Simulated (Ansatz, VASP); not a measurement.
LiSi16: VASP beside Ansatz

```xyz
17
Lattice="0.0000 5.4300 5.4300 5.4300 0.0000 5.4300 5.4300 5.4300 0.0000" Properties=species:S:1:pos:R:3 pbc="T T T"
Si    0.0136    0.0122    0.0115
Si    1.3571    1.3574    1.3577
Si    2.7030    2.7016    0.0127
Si    4.0747    4.0711    1.3375
Si    2.7037    0.0128    2.7016
Si    4.0761    1.3392    4.0693
Si    5.4662    2.6799    2.6791
Si    6.8089    4.0720    4.0717
Si    0.0131    2.7034    2.7027
Si    1.3418    4.0739    4.0707
Si    2.6866    5.4598    2.6849
Si    4.0743    6.8064    4.0730
Si    2.6911    2.6901    5.4546
Si    4.0757    4.0748    6.8047
Si    5.4640    5.4633    5.4626
Si    6.7978    6.7893    6.7824
Li    4.0955    4.0749    4.0614
```

Alike in both runs: functional PBEsol; k mesh 2 × 2 × 2; occupations fermi-dirac, width 0.05 eV; collinear spin.

Ansatz relaxed the structure, and its values are those at the end. VASP's run is a single point on that final structure, the one shown.

|  | VASP | Ansatz |
| --- | --- | --- |
| version | VASP 6.6.1 | Ansatz 0.2.0 |
| potentials or method | VASP PAW PBE potentials, release 64 (Si, Li_sv), cutoff 520 eV | scalar-relativistic, plane waves, PAW |
| valence electrons in the cell | 67 | 67 |

|  | VASP | Ansatz | Ansatz less VASP |
| --- | --- | --- | --- |
| rms of the force components (eV/Å) | 0.012 | 0.013 | +0.0008 |
| net moment per atom (μB) | 0.00 | 0.00 | 0.000 |

VASP's potentials were made for PBE, not for PBEsol, and Ansatz warns of the same on its side. Ansatz's warnings: seeded moment not kept.

The k mesh is coarse, so the values compare programs but aren't converged. Noted on VASP's run: the cutoff is under 1.25 times that of the potentials, so the pressure is a little rough.
